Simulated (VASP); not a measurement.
Write the native input for VASP 6.6.1 that does the following.

* Task: single point
* Functional: PBE
* Potentials or basis: VASP PAW PBE potentials, release 64 (Fe_sv, O)
* Cutoff: 700 eV
* k mesh: 11 × 11 × 11
* Occupations: fermi-dirac, width 0.05 eV
* Spin: no spin polarisation
* Dipole correction: no
* Further INCAR settings: ALGO = Normal; EDIFF = 1e-06; NBANDS = 18

The structure of FeO lies in POSCAR:

```
FeO
1.0
    1.5188209023      0.8768916568      2.5195772846
   -1.5188209023      0.8768916568      2.5195772846
    0.0000000000     -1.7537833136      2.5195772846
Fe O
1 1
Direct
    0.0000000000      0.0000000000      0.0000000000
    0.5000000000      0.5000000000      0.5000000000
```

One way to write it, as run:

INCAR

```
SYSTEM = FeO
ALGO = Normal ; EDIFF = 1E-6
ENCUT = 700 ; GGA = PE
GGA_COMPAT = .False. ; ISIF = 2
ISMEAR = -1 ; LASPH = .True.
LCHARG = .False. ; LREAL = .False.
LWAVE = .False. ; NBANDS = 18
NELM = 120 ; PREC = Accurate
SIGMA = 0.05
```

KPOINTS

```
k-points
0
Gamma
  11 11 11
  0 0 0
```

Potentials or basis: VASP PAW PBE potentials, release 64 (Fe_sv, O).

The run is started by

```bash
$ cat potpaw_PBE.64/Fe_sv/POTCAR potpaw_PBE.64/O/POTCAR > POTCAR
$ mpirun -np 1 vasp_std > vasp.out
```

Results of the run:

- Pressure: -27.0 GPa
- Band gap on the k mesh: zero (bands 11 and 12 overlap by 0.81 eV)

Caveat: the cell stands under tension; the run has no spin polarisation, though such a crystal can be magnetic; semilocal functionals often make such compounds metallic where correlation or magnetic order opens a gap, which also shifts bond lengths.

Wall time 82 s on 1 thread of AMD EPYC 7R13 Processor (Zen 3) (shared host), peak memory 0.18 GiB.
